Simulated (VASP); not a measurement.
A run of VASP 6.6.1 is set up as follows.

INCAR

```
PREC = Accurate
ENCUT = 520
EDIFF = 1E-7
ISMEAR = 0
SIGMA = 0.1
LREAL = False
LASPH = True
NELM = 60
ALGO = Fast
ISIF = 2
LWAVE = False
LCHARG = False
GGA = PE
NBANDS = 48
```

File KPOINTS:

```
regular mesh
0
Gamma
  6 6 6
```

File POSCAR:

```
ZnAg6
1.0
    6.5998824439      0.0000000000      0.0000000000
    0.0000000000      6.5998824439      0.0000000000
    0.0000000000      0.0000000000      6.5998824439
Zn Ag
1 6
Direct
    0.0000000000      0.0000000000      0.0000000000
    0.2008209548      0.5000000000      0.5000000000
    0.5000000000      0.2008209548      0.5000000000
    0.7991790452      0.5000000000      0.5000000000
    0.5000000000      0.7991790452      0.5000000000
    0.5000000000      0.5000000000      0.2008209548
    0.5000000000      0.5000000000      0.7991790452
```

Potentials or basis: VASP PAW PBE potentials, release 64 (Zn, Ag).

Run with:

```sh
$ cat potpaw_PBE.64/Zn/POTCAR potpaw_PBE.64/Ag/POTCAR > POTCAR
$ mpirun -np 1 vasp_std > vasp.out
```

Question: Estimate the pressure.

Answer: 0.0 GPa.

Question: Predict the largest force.

Answer: 0.005 eV/Å.

Question: Estimate the band gap on the k mesh.

Answer: Zero (bands 39 and 40 overlap by 1.49 eV).

Forces on the atoms (eV/Å):
```
Zn   0.000  0.000  0.000
Ag   0.005  0.000  0.000
Ag   0.000  0.005  0.000
Ag  -0.005  0.000  0.000
Ag   0.000 -0.005  0.000
Ag   0.000  0.000  0.005
Ag   0.000  0.000 -0.005
```
